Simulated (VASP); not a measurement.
# ZrC (Fm-3m) in VASP: settings compared

The runs below take ZrC through single point, with PBE+D3(BJ), PBE+D4.

Program: VASP 6.6.1. These are calculated values, not measurements. Logs are shortened: lines on timing, memory, paths and dates and some standing lists are left out, and cuts for length are marked.

## Step 1: The cell of the first run

It takes space group Fm-3m (No. 225, cubic). Conventional cell: a = 4.673 Å, b = 4.673 Å, c = 4.673 Å, α = 90.00°, β = 90.00°, γ = 90.00°. Within 3.1 Å of Zr (site symmetry m-3m) lie 6 C at 2.34 Å. Within 3.1 Å of C (site symmetry m-3m) lie 6 Zr at 2.34 Å.

## Step 2: Single point, PBE+D3(BJ)

Contents of INCAR:

```
PREC     = Accurate       # precision mode
ENCUT    = 520            # plane-wave cutoff, eV
EDIFF    = 1E-7           # SCF threshold, eV
ISMEAR   = 1              # smearing method
SIGMA    = 0.01           # smearing width, eV
LREAL    = False          # projectors in reciprocal space
LASPH    = True           # aspherical terms in the spheres
NELM     = 100            # most SCF steps
ALGO     = Normal         # electronic algorithm
ISIF     = 2              # what is computed and relaxed
LWAVE    = False          # write WAVECAR
LCHARG   = True           # write CHGCAR
GGA      = PE             # functional
IVDW     = 12             # dispersion correction
LELF     = True           # ELF
LVHAR    = True         
NBANDS   = 15             # bands
```

Contents of KPOINTS:

```
Automatic mesh
0
Gamma
  7 7 7
```

Contents of POSCAR:

```
ZrC
1.0
    3.3040071783      0.0000000000      0.0000000000
    1.6520035891      2.8613541507      0.0000000000
    1.6520035891      0.9537847169      2.6977105644
Zr C
1 1
Direct
    0.5000000000      0.5000000000      0.5000000000
    0.0000000000      0.0000000000      0.0000000000
```

Potentials or basis: VASP PAW PBE potentials, release 64 (Zr_sv, C).

Launch:

```
> cat potpaw_PBE.64/Zr_sv/POTCAR potpaw_PBE.64/C/POTCAR > POTCAR
> mpirun -np 1 vasp_std > vasp.out
```

OUTCAR:

```text
PREC = Accurate
   ENCUT = 520
   EDIFF = 1E-7
   ISMEAR = 1
   LREAL = False
   LASPH = True
   NELM = 100
   ISIF = 2
   GGA = PE
   IVDW = 12
 IVDW          = 12

 ion  position               nearest neighbor table
   1  0.500  0.500  0.500-   2 2.34   2 2.34   2 2.34   2 2.34   2 2.34   2 2.34
   2  0.000  0.000  0.000-   1 2.34   1 2.34   1 2.34   1 2.34   1 2.34   1 2.34

  LATTYP: Found a face centered cubic cell.
 ALAT       =     4.6725717617

  Lattice vectors:

 A1 = (   3.3040071783,   0.0000000000,   0.0000000000)
 A2 = (   1.6520035891,   2.8613541507,   0.0000000000)
 A3 = (   1.6520035891,   0.9537847169,   2.6977105644)

Analysis of symmetry for initial positions (statically):
=====================================================================
 Subroutine PRICEL returns:
 Original cell was already a primitive cell.

 Routine SETGRP: Setting up the symmetry group for a
 face centered cubic supercell.

 Subroutine GETGRP returns: Found 48 space group operations
 (whereof 48 operations were pure point group operations)
 out of a pool of 48 trial point group operations.

The static configuration has the point symmetry O_h .

Analysis of symmetry for dynamics (positions and initial velocities):
=====================================================================
 Subroutine PRICEL returns:
 Original cell was already a primitive cell.

 Routine SETGRP: Setting up the symmetry group for a
 face centered cubic supercell.

 Subroutine GETGRP returns: Found 48 space group operations
 (whereof 48 operations were pure point group operations)
 out of a pool of 48 trial point group operations.

The dynamic configuration has the point symmetry O_h .

 Subroutine INISYM returns: Found 48 space group operations
 (whereof 48 operations are pure point group operations),
 and found     1 'primitive' translations

----------------------------------------------------------------------------------------

                                     Primitive cell

  volume of cell :      25.5040

  direct lattice vectors                    reciprocal lattice vectors
     3.304007178  0.000000000  0.000000000     0.302662781 -0.174742438 -0.123561563
     1.652003589  2.861354151  0.000000000     0.000000000  0.349484876 -0.123561563
     1.652003589  0.953784717  2.697710564     0.000000000  0.000000000  0.370684688

  length of vectors
     3.304007178  3.304007178  3.304007178     0.370684688  0.370684688  0.370684688

  position of ions in fractional coordinates (direct lattice)
     0.500000000  0.500000000  0.500000000
     0.000000000  0.000000000  0.000000000

  ion indices of the primitive-cell ions
   primitive index   ion index
                 1           1
                 2           2

----------------------------------------------------------------------------------------

 KPOINTS: Automatic mesh

Automatic generation of k-mesh.
 Grid dimensions read from file:
 generate k-points for:    7    7    7

 Generating k-lattice:

  Cartesian coordinates                     Fractional coordinates (reciprocal lattice)
     0.043237540 -0.024963205 -0.017651652     0.142857143  0.000000000  0.000000000
     0.000000000  0.049926411 -0.017651652     0.000000000  0.142857143  0.000000000
     0.000000000  0.000000000  0.052954955     0.000000000  0.000000000  0.142857143

  Length of vectors
     0.052954955  0.052954955  0.052954955

  Shift w.r.t. Gamma in fractional coordinates (k-lattice)
     0.000000000  0.000000000  0.000000000

 Subroutine IBZKPT returns following result:
 ===========================================

 Found     20 irreducible k-points:

 Following reciprocal coordinates:
            Coordinates               Weight
  0.000000  0.000000  0.000000      1.000000
  0.142857  0.000000  0.000000      8.000000
  0.285714  0.000000  0.000000      8.000000
  0.428571 -0.000000  0.000000      8.000000
  0.142857  0.142857  0.000000      6.000000
  0.285714  0.142857  0.000000     24.000000
[... 12 lines left out ...]
 -0.428571  0.428571  0.142857     24.000000
 -0.285714  0.428571  0.142857     24.000000
   k-points           NKPTS =     20   k-points in BZ     NKDIM =     20   number of bands    NBANDS=     15
   number of dos      NEDOS =    301   number of ions     NIONS =      2
   total plane-waves  NPLWV =  21952
   dimension x,y,z NGX =    28 NGY =   28 NGZ =   28
   dimension x,y,z NGXF=    56 NGYF=   56 NGZF=   56
   ions per type =               1   1
   NGX,Y,Z   is equivalent  to a cutoff of  14.09, 14.09, 14.09 a.u.
   NGXF,Y,Z  is equivalent  to a cutoff of  28.18, 28.18, 28.18 a.u.
 SYSTEM =  unknown system
   PREC   = accura    normal or accurate (medium, high low for compatibility)
   ISTART =      0    job   : 0-new  1-cont  2-samecut
   ICHARG =      2    charge: 1-file 2-atom 10-const
   ISPIN  =      1    spin polarized calculation?
   LNONCOLLINEAR =      F non collinear calculations
   LSORBIT =      F    spin-orbit coupling
   LASPH  =      T    aspherical Exc in radial PAW
   ENCUT  =  520.0 eV  38.22 Ry    6.18 a.u.   6.14  6.14  6.14*2*pi/ulx,y,z
   NELM   =    100;   NELMIN=  2; NELMDL= -5     # of ELM steps
   EDIFF  = 0.1E-06   stopping-criterion for ELM
   LREAL  =      F    real-space projection
   EDIFFG = 0.1E-05   stopping-criterion for IOM
   NSW    =      0    number of steps for IOM
   IBRION =     -1    ionic relax: 0-MD 1-quasi-New 2-CG
   NFREE  =      0    steps in history (QN), initial steepest desc. (CG)
   ISIF   =      2    stress and relaxation
   ISYM   =      2    0-nonsym 1-usesym 2-fastsym
   POTIM  = 0.5000    time-step for ionic-motion
   TEBEG  =    0.0;   TEEND  =   0.0 temperature during run
   PSTRESS=    0.0 pullay stress
   NELECT =      16.0000    total number of electrons
   NUPDOWN=      -1.0000    fix difference up-down
   EMIN   =  10.00;   EMAX   =-10.00  energy-range for DOS
   EFERMI =   0.00;   METHOD = LEGACY
   ISMEAR =     1;   SIGMA  =   0.01  broadening in eV -4-tet -1-fermi 0-gaus
   EFERMI_NEDOS =   21; number of points for ismear=-14 and -15
   IALGO  =     38    algorithm
   IMIX   =      4    mixing-type and parameters
     AMIX     =   0.40;   BMIX     =  1.00
     AMIX_MAG =   1.60;   BMIX_MAG =  1.00
  volume/ion in A,a.u.               =      12.75        86.05
  Fermi-wavevector in a.u.,A,eV,Ry     =   1.401454  2.648364 26.722839  1.964073
  Thomas-Fermi vector in A             =   2.524314
   LORBIT       =      0    0 simple, 1 ext, 2 COOP (PROOUT), +10 PAW based schemes
   GGA     = PE    functional components
   LHFCALC =     F    Hartree Fock is set to
   AEXX    =    0.0000 exact exchange contribution
   IVDW    =    12    specifies the selected vdW correction
   LEPSILON=     F    determine dielectric tensor
   LRPA    =     F    only Hartree local field effects (RPA)
 non-spin polarized calculation
 Methfessel and Paxton  Order N= 1 SIGMA  =   0.01
  energy-cutoff  :      520.00
  volume of cell :       25.50
 maximum number of plane-waves:       701
 NGX is ok and might be reduce to    28
   NGX = 13   NGY = 13   NGZ = 13

 number of electron      16.0000000 magnetization

 Free energy of the ion-electron system (eV)
  ---------------------------------------------------
  ext. energy  EPLUGINS =         0.00000000
  ---------------------------------------------------
  free energy    TOTEN  =       -19.44488781 eV

  energy without entropy =      -19.44481563  energy(sigma->0) =      -19.44486375

 E-fermi :   9.8133     XC(G=0): -12.2210

 val. band max:        9.6684769341   @ k =   0.1429   0.1429   0.0000
 cond. band min:       9.8164510228   @ k =   0.4286   0.4286   0.0000
 fundamental gap:      0.1479740888
 Fermi energy:         9.8133357054

 k-point     1 :       0.0000    0.0000    0.0000
  band No.  band energies     occupation
      1     -38.2160      2.00000
      2     -15.9144      2.00000
      3     -15.9144      2.00000
      4     -15.9144      2.00000
      5      -1.5473      2.00000
      6      10.7619      0.00000
      7      10.7619      0.00000
      8      10.7619      0.00000
      9      10.9201      0.00000
     10      10.9201      0.00000
     11      10.9201      0.00000
     12      12.6845      0.00000
     13      12.6845      0.00000
     14      17.3357      0.00000
     15      20.3179      0.00000

 k-point     2 :       0.1429    0.0000    0.0000
  band No.  band energies     occupation
      1     -38.1955      2.00000
      2     -16.0977      2.00000
      3     -15.9303      2.00000
      4     -15.9303      2.00000
      5      -1.0844      2.00000
      6       8.7616      2.00000
      7       9.1946      2.00000
      8       9.1946      2.00000
      9      11.5418      0.00000
     10      11.5418      0.00000
     11      12.0069      0.00000
     12      14.5980      0.00000
     13      14.5980      0.00000
     14      18.2062      0.00000
     15      21.5195      0.00000

 k-point     3 :       0.2857    0.0000    0.0000
  band No.  band energies     occupation
      1     -38.1490      2.00000
      2     -16.4881      2.00000
      3     -15.9657      2.00000
      4     -15.9657      2.00000
      5       0.0763      2.00000
      6       6.5126      2.00000
      7       7.7100      2.00000
      8       7.7100      2.00000
      9      12.7858      0.00000
     10      12.7858      0.00000
     11      12.9221      0.00000
     12      17.4323      0.00000
     13      17.4323      0.00000
     14      19.0836      0.00000
     15      23.4483      0.00000
[... 271 lines left out ...]
 k-point    19 :      -0.4286    0.4286    0.1429
  band No.  band energies     occupation
      1     -38.0754      2.00000
      2     -16.6028      2.00000
      3     -16.2924      2.00000
      4     -16.2001      2.00000
      5       0.0962      2.00000
      6       7.1438      2.00000
      7       7.6231      2.00000
      8       8.1493      2.00000
      9      11.2793      0.00000
     10      14.8378      0.00000
     11      15.5974      0.00000
     12      15.8815      0.00000
     13      18.1417      0.00000
     14      21.6099      0.00000
     15      22.6498      0.00000

 k-point    20 :      -0.2857    0.4286    0.1429
  band No.  band energies     occupation
      1     -38.0722      2.00000
      2     -16.4924      2.00000
      3     -16.4607      2.00000
      4     -16.1813      2.00000
      5       0.3879      2.00000
      6       6.6945      2.00000
      7       7.4838      2.00000
      8       7.7189      2.00000
      9      12.5065      0.00000
     10      13.7668      0.00000
     11      15.5305      0.00000
     12      17.2130      0.00000
     13      17.4554      0.00000
     14      22.8779      0.00000
     15      23.2334      0.00000

------------------------ aborting loop because EDIFF is reached ----------------------------------------

 Edisp (eV)   -0.81440

 E8    (eV) :    -0.3767

  FORCE on cell =-STRESS in cart. coord.  units (eV):
  Direction    XX          YY          ZZ          XY          YZ          ZX
  --------------------------------------------------------------------------------------
  -------------------------------------------------------------------------------------
  Total       0.03856     0.03856     0.03856    -0.00000     0.00000    -0.00000
  in kB       2.42252     2.42252     2.42252    -0.00000     0.00000    -0.00000
  external pressure =        2.42 kB  Pullay stress =        0.00 kB

 VOLUME and BASIS-vectors are now :
 -----------------------------------------------------------------------------
  energy-cutoff  :      520.00
  volume of cell :       25.50
      direct lattice vectors                 reciprocal lattice vectors
     3.304007178  0.000000000  0.000000000     0.302662781 -0.174742438 -0.123561563
     1.652003589  2.861354151  0.000000000     0.000000000  0.349484876 -0.123561563
     1.652003589  0.953784717  2.697710564     0.000000000  0.000000000  0.370684688

 POSITION                                       TOTAL-FORCE (eV/Angst)
 -----------------------------------------------------------------------------------
      3.30401      1.90757      1.34886         0.000000      0.000000      0.000000
      0.00000      0.00000      0.00000        -0.000000     -0.000000      0.000000
 -----------------------------------------------------------------------------------
    total drift:                                0.000000      0.000000      0.000000

  FREE ENERGIE OF THE ION-ELECTRON SYSTEM (eV)
  ---------------------------------------------------
  free  energy   TOTEN  =       -20.2592897127 eV

  energy  without entropy=      -20.2592175353  energy(sigma->0) =      -20.25926565
```

Run time: 18 s. Hardware: 1 thread of Intel Xeon 8259CL, shared host; peak memory 0.17 GiB.

Results:

* Free energy: -20.2593 eV
* Pressure: 0.2 GPa
* Band gap on the k mesh: zero (band 8 reaches 10.76 eV, above the bottom of band 9 at 9.48 eV)
* Dispersion energy per atom: -0.407 eV

Caveat: pairwise dispersion overbinds metals, which lowers pressure and volume.

## Step 3: Single point, PBE+D4

This run uses another cell than the first one, of 12.85 Å³/atom, 1.008 times its volume.

Contents of INCAR:

```
PREC     = Accurate       # precision mode
ENCUT    = 520            # plane-wave cutoff, eV
EDIFF    = 1E-7           # SCF threshold, eV
ISMEAR   = 1              # smearing method
SIGMA    = 0.01           # smearing width, eV
LREAL    = False          # projectors in reciprocal space
LASPH    = True           # aspherical terms in the spheres
NELM     = 80             # most SCF steps
ALGO     = Normal         # electronic algorithm
ISIF     = 2              # what is computed and relaxed
LWAVE    = False          # write WAVECAR
LCHARG   = False          # write CHGCAR
GGA      = PE             # functional
IVDW     = 13             # dispersion correction
NBANDS   = 15             # bands
```

KPOINTS is that of step 2.

Contents of POSCAR:

```
ZrC
1.0
    3.3126387674      0.0000000000      0.0000000000
    1.6563193837      2.8688293261      0.0000000000
    1.6563193837      0.9562764420      2.7047582274
Zr C
1 1
Direct
    0.5000000000      0.5000000000      0.5000000000
    0.0000000000      0.0000000000      0.0000000000
```

Potentials or basis: VASP PAW PBE potentials, release 64 (Zr_sv, C).

Launch:

```
> cat potpaw_PBE.64/Zr_sv/POTCAR potpaw_PBE.64/C/POTCAR > POTCAR
> mpirun -np 1 vasp_std > vasp.out
```

Wall time 17 s (1 thread of Intel Xeon 8259CL, shared host); peak memory 0.16 GiB.

Results (log left out):

| Quantity | Value |
| --- | --- |
| Free energy | -19.9534 eV |
| Pressure | 0.2 GPa |
| Band gap on the k mesh | zero (band 8 reaches 10.67 eV, above the bottom of band 9 at 9.38 eV) |
| Dispersion energy per atom | -0.251 eV |

Levels at points of the mesh, in eV from the Fermi level:
| k point | band 6 | band 7 | band 8 | band 9 | band 10 | band 11 |
| --- | --- | --- | --- | --- | --- | --- |
| (0.00, 0.00, 0.00) | 0.95 | 0.95 | 0.95 | 1.11 | 1.11 | 1.11 |

Caveat: pairwise dispersion overbinds metals, which lowers pressure and volume.
